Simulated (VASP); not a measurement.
Input of a VASP 6.6.1 run:

INCAR

```
PREC = Accurate ; ENCUT = 520
EDIFF = 1E-6 ; ISMEAR = 0
SIGMA = 0.05 ; LREAL = F
LASPH = T ; NELM = 60
ALGO = Normal ; ISIF = 2
LWAVE = F ; LCHARG = F
GGA = PS ; NBANDS = 13
```

KPOINTS

```
regular mesh
0
Gamma
  10 10 10
```

The input POSCAR:

```
ReSb
1.0
    0.0000000000      2.9950170869      2.9950170869
    2.9950170869      0.0000000000      2.9950170869
    2.9950170869      2.9950170869      0.0000000000
Re Sb
1 1
Direct
    0.0000000000      0.0000000000      0.0000000000
    0.2500000000      0.2500000000      0.2500000000
```

Potentials or basis: VASP PAW PBE potentials, release 64 (Re, Sb).

Run with:

```sh
$ cat potpaw_PBE.64/Re/POTCAR potpaw_PBE.64/Sb/POTCAR > POTCAR
$ mpirun -np 1 vasp_std > vasp.out
```

**Question.** Estimate the band gap on the k mesh.

**Answer.** Zero (band 6 reaches 4.67 eV, above the bottom of band 7 at 4.55 eV).

**Question.** What does it give for the pressure?

**Answer.** -1.9 GPa.

Caveat: the PAW data sets were made with another functional, which shifts forces and pressure a little; spin-orbit coupling is left out, which moves the levels of the heavy elements.
